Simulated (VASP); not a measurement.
Here is a VASP 6.6.1 calculation.

Contents of INCAR:

```
ALGO = Normal
EDIFF = 1E-6
EDIFFG = -0.03
ENCUT = 600
GGA = PE
IBRION = 2
ISIF = 3
ISMEAR = 1
LASPH = True
LCHARG = False
LREAL = False
LWAVE = False
NELM = 80
NSW = 80
PREC = Accurate
PSTRESS = 100.0
SIGMA = 0.05
```

File KPOINTS:

```
k-points
0
Gamma
  8 8 8
```

Contents of POSCAR:

```
Au
1.0
    0.0000000000      2.8000000000      2.8000000000
    2.8000000000      0.0000000000      2.8000000000
    2.8000000000      2.8000000000      0.0000000000
Au
2
Direct
    0.0000000000      0.0000000000      0.0000000000
    0.2500000000      0.2500000000      0.2500000000
```

Potentials or basis: VASP PAW PBE potentials, release 64 (Au).

Command:

```console
$ cat potpaw_PBE.64/Au/POTCAR > POTCAR
$ mpirun -np 1 vasp_std > vasp.out
```

(1) What does it give for the band gap on the k mesh?

(2) Predict the relaxed volume.

(3) Predict the relaxed cell.

(4) Predict the space group after relaxing (to 0.05 Å).

Answers

(1) zero (band 11 reaches 4.45 eV, above the bottom of band 12 at 3.81 eV).

(2) 25.60 Å³/atom.

(3) a = 4.168 Å, b = 4.168 Å, c = 4.168 Å, α = 60.00°, β = 60.00°, γ = 60.00°.

(4) Fd-3m (No. 227).

Caveat: the cell is relaxed towards a set pressure, so the enthalpy falls and the energy may rise; the volume moved by over 15 % at a fixed basis, so the end points are rough; spin-orbit coupling is left out, which moves the levels of the heavy elements.
